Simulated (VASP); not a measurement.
# ZrN (Fm-3m) in VASP: a series of runs

Aim: see how the results for ZrN move with the level of theory and the settings. Levels: LDA, PBE, RPBE, revPBE, PBEsol. Tasks: single point.

All numbers are computed with VASP 6.6.1; they aren't measurements. Logs are shortened: lines on timing, memory, paths and dates and some standing lists are left out, and cuts for length are marked.

**1. The cell of the first run**

It takes space group Fm-3m (No. 225, cubic). The conventional cell has a = 4.600 Å, b = 4.600 Å, c = 4.600 Å, α = 90.00°, β = 90.00°, γ = 90.00°. Zr (site symmetry m-3m) has 6 N at 2.30 Å within 3.0 Å. N (site symmetry m-3m) has 6 Zr at 2.30 Å within 3.0 Å.

**2. Single point, LDA**

INCAR reads:

```
PREC     = Accurate       # precision mode
ENCUT    = 600            # plane-wave cutoff, eV
EDIFF    = 1E-6           # SCF threshold, eV
ISMEAR   = -1             # smearing method
SIGMA    = 0.15           # smearing width, eV
LREAL    = False          # projectors in reciprocal space
LASPH    = True           # aspherical terms in the spheres
NELM     = 120            # most SCF steps
ALGO     = Normal         # electronic algorithm
ISIF     = 2              # what is computed and relaxed
LWAVE    = False          # write WAVECAR
LCHARG   = False          # write CHGCAR
GGA      = CA             # functional
NBANDS   = 16             # bands
GGA_COMPAT= False
```

KPOINTS reads:

```
regular mesh
0
Gamma
  8 8 8
```

POSCAR reads:

```
ZrN
1.0
    3.2526910000      0.0000000000      0.0000000000
    1.6263455000      2.8169130367      0.0000000000
    1.6263455000      0.9389710122      2.6558110803
Zr N
1 1
Direct
    0.5000000000      0.5000000000      0.5000000000
    0.0000000000      0.0000000000      0.0000000000
```

Potentials or basis: VASP PAW LDA potentials, release 64 (Zr_sv, N).

The run is started by

```sh
> cat potpaw_LDA.64/Zr_sv/POTCAR potpaw_LDA.64/N/POTCAR > POTCAR
> mpirun -np 1 vasp_std > vasp.out
```

OUTCAR:

```text
PREC = Accurate
   ENCUT = 600
   EDIFF = 1E-6
   ISMEAR = -1
   LREAL = False
   LASPH = True
   NELM = 120
   ISIF = 2
   GGA = CA

 ion  position               nearest neighbor table
   1  0.500  0.500  0.500-   2 2.30   2 2.30   2 2.30   2 2.30   2 2.30   2 2.30
   2  0.000  0.000  0.000-   1 2.30   1 2.30   1 2.30   1 2.30   1 2.30   1 2.30

  LATTYP: Found a face centered cubic cell.
 ALAT       =     4.5999997265

  Lattice vectors:

 A1 = (   3.2526910000,   0.0000000000,   0.0000000000)
 A2 = (   1.6263455000,   2.8169130367,   0.0000000000)
 A3 = (   1.6263455000,   0.9389710122,   2.6558110803)

Analysis of symmetry for initial positions (statically):
=====================================================================
 Subroutine PRICEL returns:
 Original cell was already a primitive cell.

 Routine SETGRP: Setting up the symmetry group for a
 face centered cubic supercell.

 Subroutine GETGRP returns: Found 48 space group operations
 (whereof 48 operations were pure point group operations)
 out of a pool of 48 trial point group operations.

The static configuration has the point symmetry O_h .

Analysis of symmetry for dynamics (positions and initial velocities):
=====================================================================
 Subroutine PRICEL returns:
 Original cell was already a primitive cell.

 Routine SETGRP: Setting up the symmetry group for a
 face centered cubic supercell.

 Subroutine GETGRP returns: Found 48 space group operations
 (whereof 48 operations were pure point group operations)
 out of a pool of 48 trial point group operations.

The dynamic configuration has the point symmetry O_h .

 Subroutine INISYM returns: Found 48 space group operations
 (whereof 48 operations are pure point group operations),
 and found     1 'primitive' translations

----------------------------------------------------------------------------------------

                                     Primitive cell

  volume of cell :      24.3340

  direct lattice vectors                    reciprocal lattice vectors
     3.252691000  0.000000000  0.000000000     0.307437749 -0.177499267 -0.125510936
     1.626345500  2.816913037  0.000000000     0.000000000  0.354998535 -0.125510936
     1.626345500  0.938971012  2.655811080     0.000000000  0.000000000  0.376532807

  length of vectors
     3.252691000  3.252691000  3.252691000     0.376532807  0.376532807  0.376532807

  position of ions in fractional coordinates (direct lattice)
     0.500000000  0.500000000  0.500000000
     0.000000000  0.000000000  0.000000000

[... 72 lines left out ...]
   LSORBIT =      F    spin-orbit coupling
   LASPH  =      T    aspherical Exc in radial PAW
   ENCUT  =  600.0 eV  44.10 Ry    6.64 a.u.   6.50  6.50  6.50*2*pi/ulx,y,z
   NELM   =    120;   NELMIN=  2; NELMDL= -5     # of ELM steps
   EDIFF  = 0.1E-05   stopping-criterion for ELM
   LREAL  =      F    real-space projection
   EDIFFG = 0.1E-04   stopping-criterion for IOM
   NSW    =      0    number of steps for IOM
   IBRION =     -1    ionic relax: 0-MD 1-quasi-New 2-CG
   NFREE  =      0    steps in history (QN), initial steepest desc. (CG)
   ISIF   =      2    stress and relaxation
   ISYM   =      2    0-nonsym 1-usesym 2-fastsym
   POTIM  = 0.5000    time-step for ionic-motion
   TEBEG  =    0.0;   TEEND  =   0.0 temperature during run
   PSTRESS=    0.0 pullay stress
   NELECT =      17.0000    total number of electrons
   NUPDOWN=      -1.0000    fix difference up-down
   EMIN   =  10.00;   EMAX   =-10.00  energy-range for DOS
   EFERMI =   0.00;   METHOD = LEGACY
   ISMEAR =    -1;   SIGMA  =   0.15  broadening in eV -4-tet -1-fermi 0-gaus
   EFERMI_NEDOS =   21; number of points for ismear=-14 and -15
   IALGO  =     38    algorithm
   IMIX   =      4    mixing-type and parameters
     AMIX     =   0.40;   BMIX     =  1.00
     AMIX_MAG =   1.60;   BMIX_MAG =  1.00
  volume/ion in A,a.u.               =      12.17        82.11
  Fermi-wavevector in a.u.,A,eV,Ry     =   1.452624  2.745062 28.709893  2.110118
  Thomas-Fermi vector in A             =   2.569985
   LORBIT       =      0    0 simple, 1 ext, 2 COOP (PROOUT), +10 PAW based schemes
   GGA     = CA    functional components
   LHFCALC =     F    Hartree Fock is set to
   AEXX    =    0.0000 exact exchange contribution
   IVDW    =     0    specifies the selected vdW correction
   LEPSILON=     F    determine dielectric tensor
   LRPA    =     F    only Hartree local field effects (RPA)
 non-spin polarized calculation
  energy-cutoff  :      600.00
  volume of cell :       24.33
 maximum number of plane-waves:       869
 NGX is ok and might be reduce to    28
   NGX = 13   NGY = 13   NGZ = 13

 number of electron      17.0000000 magnetization

 Free energy of the ion-electron system (eV)
  ---------------------------------------------------
  ext. energy  EPLUGINS =         0.00000000
  ---------------------------------------------------
  free energy    TOTEN  =       -22.39342018 eV

  energy without entropy =      -22.33192427  energy(sigma->0) =      -22.36267222

 E-fermi :  11.5751     XC(G=0): -12.7297

 val. band max:       11.5454315793   @ k =   0.1250  -0.0000   0.0000
 cond. band min:      11.6104586716   @ k =   0.1250  -0.0000   0.0000
 fundamental gap:      0.0650270922
 Fermi energy:        11.5750503376

 k-point     1 :       0.0000    0.0000    0.0000
  band No.  band energies     occupation
      1     -37.6895      2.00000
      2     -15.4659      2.00000
      3     -15.4659      2.00000
      4     -15.4659      2.00000
      5      -4.3811      2.00000
      6       8.9899      2.00000
[... 433 lines left out ...]
      3     -15.8394      2.00000
      4     -15.6562      2.00000
      5      -2.7235      2.00000
      6       5.0025      2.00000
[... 8 lines left out ...]
     15      23.0685      0.00000
     16      24.4529      0.00000

 [... further k-points ...]
[... 5 lines left out ...]
  --------------------------------------------------------------------------------------
  -------------------------------------------------------------------------------------
  Total       -1.7728571     -1.7728571     -1.7728571     -0.0000000      0.0000000     -0.0000000
  in kB     -116.7268838   -116.7268838   -116.7268838     -0.0000000      0.0000000     -0.0000000
  external PRESSURE =    -116.7268838 kB  Pullay stress =       0.0000000 kB

 VOLUME and BASIS-vectors are now :
 -----------------------------------------------------------------------------
  energy-cutoff  :      600.00
  volume of cell :       24.33
      direct lattice vectors                 reciprocal lattice vectors
     3.252691000  0.000000000  0.000000000     0.307437749 -0.177499267 -0.125510936
     1.626345500  2.816913037  0.000000000     0.000000000  0.354998535 -0.125510936
     1.626345500  0.938971012  2.655811080     0.000000000  0.000000000  0.376532807

 POSITION                                       TOTAL-FORCE (eV/Angst)
 -----------------------------------------------------------------------------------
      3.25269      1.87794      1.32791        -0.000000     -0.000000      0.000000
      0.00000      0.00000      0.00000         0.000000      0.000000      0.000000
 -----------------------------------------------------------------------------------
    total drift:                                0.000000      0.000000      0.000000

  FREE ENERGIE OF THE ION-ELECTRON SYSTEM (eV)
  ---------------------------------------------------
  free  energy   TOTEN  =       -22.3934201832 eV

  energy  without entropy=      -22.3319242660  energy(sigma->0) =      -22.36267222
```

stdout:

```text
POSCAR found type information on POSCAR ZrN
 POSCAR found :  2 types and       2 ions
 scaLAPACK will be used
 LDA part: xc-table for (Slater(with rela. corr.)+CA(PZ))
 , standard interpolation
 POSCAR, INCAR and KPOINTS ok, starting setup
 FFT: planning ... GRIDC
 FFT: planning ... GRID_SOFT
 FFT: planning ... GRID
 WAVECAR not read
 entering main loop
```

It took 12 s on 1 thread of Intel Xeon Platinum 8488C (Sapphire Rapids), shared host; peak memory 0.15 GiB.

Results:

* Free energy: -22.3934 eV
* Pressure: -11.7 GPa

Levels at points of the mesh, in eV from the Fermi level:
| k point | band 6 | band 7 | band 8 | band 9 | band 10 | band 11 | band 12 | band 13 |
| --- | --- | --- | --- | --- | --- | --- | --- | --- |
| (0.00, 0.00, 0.00) | -2.59 | -2.59 | -2.59 | -0.40 | -0.40 | -0.40 | 1.56 | 1.56 |
| (0.50, 0.00, 0.00) | -7.58 | -5.61 | -5.61 | 3.01 | 3.07 | 3.07 | 4.77 | 7.65 |
| (0.50, 0.50, 0.00) | -4.49 | -3.44 | -3.09 | -3.09 | 3.34 | 4.51 | 4.51 | 4.97 |

**3. Single point, PBE**

INCAR reads:

```
SYSTEM = ZrN
ALGO = Normal
EDIFF = 1E-6
ENCUT = 600
GGA = PE
GGA_COMPAT = .FALSE.
ISIF = 2
ISMEAR = -1
LASPH = .TRUE.
LCHARG = .FALSE.
LREAL = .FALSE.
LWAVE = .FALSE.
NBANDS = 16
NELM = 120
PREC = Accurate
SIGMA = 0.15
```

KPOINTS reads:

```
k-points
0
G
  8 8 8
  0 0 0
```

POSCAR is that of step 2.

Potentials or basis: VASP PAW PBE potentials, release 64 (Zr_sv, N).

The run is started by

```sh
> cat potpaw_PBE.64/Zr_sv/POTCAR potpaw_PBE.64/N/POTCAR > POTCAR
> mpirun -np 1 vasp_std > vasp.out
```

It took 18 s on 1 thread of Intel Xeon Platinum 8488C (Sapphire Rapids), shared host; peak memory 0.16 GiB.

Results (log left out):

```yaml
Free_energy: -20.3890 eV
Pressure: -0.4 GPa
```

Levels at points of the mesh, in eV from the Fermi level:
```csv
k point,band 6,band 7,band 8,band 9,band 10,band 11,band 12,band 13
"(0.00, 0.00, 0.00)",-2.63,-2.63,-2.63,-0.38,-0.38,-0.38,1.58,1.58
"(0.50, 0.00, 0.00)",-7.59,-5.62,-5.62,2.99,3.05,3.05,4.72,7.62
"(0.50, 0.50, 0.00)",-4.55,-3.42,-3.14,-3.14,3.34,4.48,4.48,4.87
```

**4. Single point, RPBE**

INCAR reads:

```
SYSTEM = ZrN
PREC = Accurate
ENCUT = 600
EDIFF = 1E-6
ISMEAR = -1
SIGMA = 0.15
LREAL = .FALSE.
LASPH = .TRUE.
NELM = 120
ALGO = Normal
ISIF = 2
LWAVE = .FALSE.
LCHARG = .FALSE.
GGA = RP
NBANDS = 16
GGA_COMPAT = .FALSE.
```

KPOINTS reads:

```
regular mesh
0
G
  8 8 8
  0 0 0
```

POSCAR is that of step 3.

The run is started by

```sh
> cat potpaw_PBE.64/Zr_sv/POTCAR potpaw_PBE.64/N/POTCAR > POTCAR
> mpirun -np 1 vasp_std > vasp.out
```

Run time: 20 s. Hardware: 1 thread of Intel Xeon Platinum 8488C (Sapphire Rapids), shared host; peak memory 0.16 GiB.

The run converged. Its results:

- Free energy: -19.4138 eV
- Pressure: 3.4 GPa

Levels at points of the mesh, in eV from the Fermi level:
```csv
k point,band 5,band 6,band 7,band 8,band 9,band 10,band 11,band 12,band 13,band 14
"(0.00, 0.00, 0.00)",-16.30,-2.64,-2.64,-2.64,-0.38,-0.38,-0.38,1.57,1.57,2.79
"(0.50, 0.00, 0.00)",-14.16,-7.60,-5.63,-5.63,2.99,3.05,3.05,4.71,7.62,7.62
"(0.50, 0.50, 0.00)",-15.77,-4.57,-3.42,-3.15,-3.15,3.32,4.46,4.46,4.83,9.01
```

Caveat: the PAW data sets were made with another functional, which shifts forces and pressure a little.

**5. Single point, revPBE**

INCAR reads:

```
PREC = Accurate ; ENCUT = 600
EDIFF = 1E-6 ; ISMEAR = -1
SIGMA = 0.15 ; LREAL = F
LASPH = T ; NELM = 120
ALGO = Normal ; ISIF = 2
LWAVE = F ; LCHARG = F
GGA = RE ; NBANDS = 16
GGA_COMPAT = F
```

KPOINTS reads:

```
Automatic mesh
0
Gamma
  8 8 8
```

POSCAR is that of step 4.

The run is started by

```sh
> cat potpaw_PBE.64/Zr_sv/POTCAR potpaw_PBE.64/N/POTCAR > POTCAR
> mpirun -np 1 vasp_std > vasp.out
```

Wall time 18 s (1 thread of Intel Xeon Platinum 8488C (Sapphire Rapids), shared host); peak memory 0.16 GiB.

The run converged. Its results:

```yaml
Free_energy: -19.5880 eV
Pressure: 2.4 GPa
```

Levels at points of the mesh, in eV from the Fermi level:
```
           k point  band 6  band 7  band 8  band 9  band 10  band 11  band 12  band 13
(0.00, 0.00, 0.00)   -2.64   -2.64   -2.64   -0.38    -0.38    -0.38     1.57     1.57
(0.50, 0.00, 0.00)   -7.60   -5.63   -5.63    2.99     3.05     3.05     4.71     7.62
(0.50, 0.50, 0.00)   -4.57   -3.42   -3.15   -3.15     3.33     4.47     4.47     4.84
```

Caveat: the PAW data sets were made with another functional, which shifts forces and pressure a little.

**6. Single point, PBEsol**

INCAR reads:

```
SYSTEM = ZrN
PREC = Accurate
ENCUT = 600
EDIFF = 1E-6
ISMEAR = -1
SIGMA = 0.15
LREAL = .FALSE.
LASPH = .TRUE.
NELM = 120
ALGO = Normal
ISIF = 2
LWAVE = .FALSE.
LCHARG = .TRUE.
GGA = PS
LELF = .TRUE.
LVHAR = .TRUE.
NBANDS = 16
GGA_COMPAT = .FALSE.
```

KPOINTS reads:

```
Automatic mesh
0
G
  8 8 8
  0 0 0
```

POSCAR is that of step 5.

Potentials or basis: VASP PAW PBE potentials, release 64 (Zr_sv, N).

The run is started by

```sh
> cat potpaw_PBE.64/Zr_sv/POTCAR potpaw_PBE.64/N/POTCAR > POTCAR
> mpirun -np 1 vasp_std > vasp.out
```

Wall time 17 s (1 thread of Intel Xeon Platinum 8488C (Sapphire Rapids), shared host); peak memory 0.16 GiB.

It converged, with:

- Free energy: -21.5538 eV
- Pressure: -7.3 GPa

Levels at points of the mesh, in eV from the Fermi level:
| k point | band 7 | band 8 | band 9 | band 10 | band 11 | band 12 |
| --- | --- | --- | --- | --- | --- | --- |
| (0.00, 0.00, 0.00) | -2.59 | -2.59 | -0.39 | -0.39 | -0.39 | 1.57 |
| (0.50, 0.00, 0.00) | -5.62 | -5.62 | 3.02 | 3.09 | 3.09 | 4.68 |
| (0.50, 0.50, 0.00) | -3.45 | -3.11 | -3.11 | 3.36 | 4.53 | 4.53 |

Caveat: the PAW data sets were made with another functional, which shifts forces and pressure a little.

**7. Overview**

```csv
level,potentials or basis,gap on the mesh (eV),pressure (GPa)
LDA,"VASP PAW LDA potentials, release 64 (Zr_sv, N)",none,-11.7
PBE,"VASP PAW PBE potentials, release 64 (Zr_sv, N)",none,-0.4
RPBE,"VASP PAW PBE potentials, release 64 (Zr_sv, N)",none,3.4
revPBE,"VASP PAW PBE potentials, release 64 (Zr_sv, N)",none,2.4
PBEsol,"VASP PAW PBE potentials, release 64 (Zr_sv, N)",none,-7.3
```

Alike in all rows: task single point; no spin polarisation; cell as given; k mesh 8 × 8 × 8; cutoff (eV) 600; smearing fermi-dirac 0.15 eV.

Caveats: the PAW data sets were made with another functional, which shifts forces and pressure a little (some runs).

Absolute energies hang on the potentials; compare differences alone.
